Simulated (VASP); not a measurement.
## Mo6H: single point with PBE

The system is Mo6H, a slab with vacuum.

```
Mo H
1.0
     4.46958    0.00000    0.00000
    -2.23479    3.87077    0.00000
     0.00000    0.00000   19.75957
Mo H
6 1
Direct
  0.66667 0.33333 0.20243
  0.33333 0.66667 0.24861
  0.00000 0.00000 0.29478
  0.66667 0.33333 0.33688
  0.33333 0.66667 0.37797
  0.00000 0.00000 0.41800
  0.88889 0.44444 0.42915
```

- Program: VASP 6.6.1
- Task: single point
- Functional: PBE
- Potentials or basis: VASP PAW PBE potentials, release 64 (Mo_sv, H)
- Cutoff: 520 eV
- k mesh: 6 × 6 × 1
- Occupations: gaussian, width 0.1 eV
- Spin: no spin polarisation

```
Largest force          : 1.554 eV/Å
Band gap on the k mesh : zero (an odd number of electrons rules out a gap without spin polarisation)
```

Forces in eV/Å, atoms in the order of the input:
```
Mo  -0.016 -0.009  1.554
Mo   0.160  0.092 -0.686
Mo  -0.058 -0.034 -1.379
Mo  -0.189 -0.109 -0.139
Mo  -0.031 -0.018  0.282
Mo  -0.291 -0.168  0.361
H    0.427  0.246  0.007
```

Levels at points of the mesh, in eV from the Fermi level:
```tsv
k point	band 39	band 40	band 41	band 42	band 43	band 44	band 45	band 46	band 47	band 48
(0.00, 0.00, 0.00)	-1.31	-1.22	-1.21	-1.03	-0.14	1.00	1.10	1.24	1.24	1.42
(0.50, 0.00, 0.00)	-1.31	-0.79	-0.40	0.00	0.04	0.16	0.59	1.15	1.37	1.61
(0.00, 0.50, 0.00)	-1.48	-1.05	-0.57	-0.17	0.03	0.10	0.61	1.20	1.35	1.44
```

Wall time 3.9 min on 1 thread of Intel(R) Xeon(R) 6975P-C (Granite Rapids), on a shared host, peak memory 0.54 GiB.
